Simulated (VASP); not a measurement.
# ZrN (Fm-3m) in VASP: further runs, part 2 of 2

VASP 6.6.1. The steps go on from the part before.

### 3 Single point, PBE, collinear spin

The input, INCAR:

```
SYSTEM = ZrN
PREC     = Accurate       ! precision mode
ENCUT    = 600            ! plane-wave cutoff, eV
EDIFF    = 1E-6           ! SCF threshold, eV
ISMEAR   = 0              ! smearing method
SIGMA    = 0.1            ! smearing width, eV
LREAL    = .False.        ! projectors in reciprocal space
LASPH    = .True.         ! aspherical terms in the spheres
NELM     = 200            ! most SCF steps
ALGO     = Normal         ! electronic algorithm
ISIF     = 2              ! what is computed and relaxed
LWAVE    = .False.        ! write WAVECAR
LCHARG   = .False.        ! write CHGCAR
ISPIN    = 2              ! spin polarisation
MAGMOM   = 1 0            ! initial moments
LORBIT   = 11             ! projections on sites
LMAXMIX  = 4              ! l up to which the mixer works
GGA      = PE             ! functional
NBANDS   = 20             ! bands
GGA_COMPAT= .False.
```

The input, KPOINTS:

```
regular mesh
0
Gamma
  6 6 6
  0 0 0
```

The input, POSCAR:

```
ZrN
1.0
    0.0000000000      2.2967498141      2.2967498141
    2.2967498141      0.0000000000      2.2967498141
    2.2967498141      2.2967498141      0.0000000000
Zr N
1 1
Direct
    0.0000000000      0.0000000000      0.0000000000
    0.5000000000      0.5000000000      0.5000000000
```

Potentials or basis: VASP PAW PBE potentials, release 64 (Zr_sv, N).

Run with:

```sh
$ cat potpaw_PBE.64/Zr_sv/POTCAR potpaw_PBE.64/N/POTCAR > POTCAR
$ mpirun -np 1 vasp_std > vasp.out
```

OUTCAR:

```text
SYSTEM = ZrN
   PREC = Accurate
   ENCUT = 600
   EDIFF = 1E-6
   ISMEAR = 0
   LREAL = .False.
   LASPH = .True.
   NELM = 200
   ISIF = 2
   ISPIN = 2
   LORBIT = 11
   GGA = PE

 ion  position               nearest neighbor table
   1  0.000  0.000  0.000-   2 2.30   2 2.30   2 2.30   2 2.30   2 2.30   2 2.30
   2  0.500  0.500  0.500-   1 2.30   1 2.30   1 2.30   1 2.30   1 2.30   1 2.30

  LATTYP: Found a face centered cubic cell.
 ALAT       =     4.5934996282

  Lattice vectors:

 A1 = (   0.0000000000,   2.2967498141,   2.2967498141)
 A2 = (   2.2967498141,   0.0000000000,   2.2967498141)
 A3 = (   2.2967498141,   2.2967498141,   0.0000000000)

Analysis of symmetry for initial positions (statically):
=====================================================================
 Subroutine PRICEL returns:
 Original cell was already a primitive cell.

 Routine SETGRP: Setting up the symmetry group for a
 face centered cubic supercell.

 Subroutine GETGRP returns: Found 48 space group operations
 (whereof 48 operations were pure point group operations)
 out of a pool of 48 trial point group operations.

The static configuration has the point symmetry O_h .

Analysis of symmetry for dynamics (positions and initial velocities):
=====================================================================
 Subroutine PRICEL returns:
 Original cell was already a primitive cell.

 Routine SETGRP: Setting up the symmetry group for a
 face centered cubic supercell.

 Subroutine GETGRP returns: Found 48 space group operations
 (whereof 48 operations were pure point group operations)
 out of a pool of 48 trial point group operations.

The dynamic configuration has the point symmetry O_h .

Analysis of structural, dynamic, and magnetic symmetry:
=====================================================================
 Subroutine PRICEL returns:
 Original cell was already a primitive cell.

 Routine SETGRP: Setting up the symmetry group for a
 face centered cubic supercell.

 Subroutine GETGRP returns: Found 48 space group operations
 (whereof 48 operations were pure point group operations)
 out of a pool of 48 trial point group operations.

The overall configuration has the point symmetry O_h .

 Subroutine INISYM returns: Found 48 space group operations
 (whereof 48 operations are pure point group operations),
 and found     1 'primitive' translations

----------------------------------------------------------------------------------------

                                     Primitive cell

  volume of cell :      24.2310

  direct lattice vectors                    reciprocal lattice vectors
     0.000000000  2.296749814  2.296749814    -0.217698940  0.217698940  0.217698940
     2.296749814  0.000000000  2.296749814     0.217698940 -0.217698940  0.217698940
     2.296749814  2.296749814  0.000000000     0.217698940  0.217698940 -0.217698940

  length of vectors
     3.248094736  3.248094736  3.248094736     0.377065625  0.377065625  0.377065625

  position of ions in fractional coordinates (direct lattice)
     0.000000000  0.000000000  0.000000000
     0.500000000  0.500000000  0.500000000

  ion indices of the primitive-cell ions
   primitive index   ion index
[... 58 lines left out ...]
   ICHARG =      2    charge: 1-file 2-atom 10-const
   ISPIN  =      2    spin polarized calculation?
   LNONCOLLINEAR =      F non collinear calculations
   LSORBIT =      F    spin-orbit coupling
   LASPH  =      T    aspherical Exc in radial PAW
   ENCUT  =  600.0 eV  44.10 Ry    6.64 a.u.   6.49  6.49  6.49*2*pi/ulx,y,z
   NELM   =    200;   NELMIN=  2; NELMDL= -5     # of ELM steps
   EDIFF  = 0.1E-05   stopping-criterion for ELM
   LREAL  =      F    real-space projection
   EDIFFG = 0.1E-04   stopping-criterion for IOM
   NSW    =      0    number of steps for IOM
   IBRION =     -1    ionic relax: 0-MD 1-quasi-New 2-CG
   NFREE  =      0    steps in history (QN), initial steepest desc. (CG)
   ISIF   =      2    stress and relaxation
   ISYM   =      2    0-nonsym 1-usesym 2-fastsym
   POTIM  = 0.5000    time-step for ionic-motion
   TEBEG  =    0.0;   TEEND  =   0.0 temperature during run
   PSTRESS=    0.0 pullay stress
   NELECT =      17.0000    total number of electrons
   NUPDOWN=      -1.0000    fix difference up-down
   EMIN   =  10.00;   EMAX   =-10.00  energy-range for DOS
   EFERMI =   0.00;   METHOD = LEGACY
   ISMEAR =     0;   SIGMA  =   0.10  broadening in eV -4-tet -1-fermi 0-gaus
   EFERMI_NEDOS =   21; number of points for ismear=-14 and -15
   IALGO  =     38    algorithm
   IMIX   =      4    mixing-type and parameters
     AMIX     =   0.40;   BMIX     =  1.00
     AMIX_MAG =   1.60;   BMIX_MAG =  1.00
  volume/ion in A,a.u.               =      12.12        81.76
  Fermi-wavevector in a.u.,A,eV,Ry     =   1.454680  2.748946 28.791203  2.116094
  Thomas-Fermi vector in A             =   2.571803
   LORBIT       =     11    0 simple, 1 ext, 2 COOP (PROOUT), +10 PAW based schemes
   GGA     = PE    functional components
   LHFCALC =     F    Hartree Fock is set to
   AEXX    =    0.0000 exact exchange contribution
   IVDW    =     0    specifies the selected vdW correction
   LEPSILON=     F    determine dielectric tensor
   LRPA    =     F    only Hartree local field effects (RPA)
 spin polarized calculation
 Gauss-broadening in eV      SIGMA  =   0.10
  energy-cutoff  :      600.00
  volume of cell :       24.23
 maximum number of plane-waves:       869
 NGX is ok and might be reduce to    28
   NGX = 13   NGY = 13   NGZ = 13

 number of electron      17.0000000 magnetization       0.0007267

 number of electron      17.0000000 magnetization      -0.0000901

 Free energy of the ion-electron system (eV)
  ---------------------------------------------------
  ext. energy  EPLUGINS =         0.00000000
  ---------------------------------------------------
  free energy    TOTEN  =       -20.40425575 eV

  energy without entropy =      -20.40192708  energy(sigma->0) =      -20.40309141

 E-fermi :  12.0716     XC(G=0): -12.4753

 val. band max:       12.0329068673   @ k =   0.1667   0.0000   0.0000
 cond. band min:      12.2153044937   @ k =   0.1667   0.0000   0.0000
 fundamental gap:      0.1823976264
 Fermi energy:        12.0715951161

 spin component 1

 k-point     1 :       0.0000    0.0000    0.0000
  band No.  band energies     occupation
      1     -37.7302      1.00000
      2     -15.3553      1.00000
      3     -15.3553      1.00000
      4     -15.3553      1.00000
      5      -4.3387      1.00000
      6       9.2644      1.00000
[... 344 lines left out ...]
      6       6.9858      1.00000
[... 12 lines left out ...]
     19      30.5389      0.00000
     20      34.4536      0.00000
 Fermi energy:        12.0715951161

 spin component 2

 k-point     1 :       0.0000    0.0000    0.0000
  band No.  band energies     occupation
      1     -37.7301      1.00000
      2     -15.3553      1.00000
      3     -15.3553      1.00000
      4     -15.3553      1.00000
      5      -4.3387      1.00000
      6       9.2644      1.00000
[... 357 lines left out ...]
     19      30.5389      0.00000
     20      34.4536      0.00000

------------------------ aborting loop because EDIFF is reached ----------------------------------------

  FORCE on cell =-STRESS in cart. coord.  units (eV):
  Direction    XX          YY          ZZ          XY          YZ          ZX
  --------------------------------------------------------------------------------------
  -------------------------------------------------------------------------------------
  Total        0.0189859      0.0189859      0.0189859      0.0000000      0.0000000      0.0000000
  in kB        1.2553701      1.2553701      1.2553701      0.0000000      0.0000000      0.0000000
  external PRESSURE =       1.2553701 kB  Pullay stress =       0.0000000 kB

 VOLUME and BASIS-vectors are now :
 -----------------------------------------------------------------------------
  energy-cutoff  :      600.00
  volume of cell :       24.23
      direct lattice vectors                 reciprocal lattice vectors
     0.000000000  2.296749814  2.296749814    -0.217698940  0.217698940  0.217698940
     2.296749814  0.000000000  2.296749814     0.217698940 -0.217698940  0.217698940
     2.296749814  2.296749814  0.000000000     0.217698940  0.217698940 -0.217698940

 POSITION                                       TOTAL-FORCE (eV/Angst)
 -----------------------------------------------------------------------------------
      0.00000      0.00000      0.00000         0.000000     -0.000000     -0.000000
      2.29675      2.29675      2.29675         0.000000      0.000000      0.000000
 -----------------------------------------------------------------------------------
    total drift:                                0.000000      0.000000      0.000000

  FREE ENERGIE OF THE ION-ELECTRON SYSTEM (eV)
  ---------------------------------------------------
  free  energy   TOTEN  =       -20.4042557490 eV

  energy  without entropy=      -20.4019270760  energy(sigma->0) =      -20.40309141

 total charge

# of ion       s       p       d       tot
------------------------------------------
    1        2.160   6.030   1.658   9.848
    2        1.238   2.466   0.000   3.704
--------------------------------------------------
tot          3.398   8.496   1.658  13.552

 magnetization (x)

# of ion       s       p       d       tot
------------------------------------------
    1        0.000  -0.000   0.000   0.000
    2        0.000  -0.000   0.000  -0.000
--------------------------------------------------
tot          0.000  -0.000   0.000  -0.000
```

Run time: 41 s. Hardware: 1 thread of Intel Xeon 8259CL, shared host; peak memory 0.18 GiB.

What came out:

```
Free energy                                           : -20.4043 eV
Pressure                                              : 0.1 GPa
Net moment                                            : 0.00 μB per cell
Valence electrons inside the program's atomic spheres : Zr 9.85; N 3.70
```

Caveat: the k points lie up to 0.39 Å⁻¹ apart.
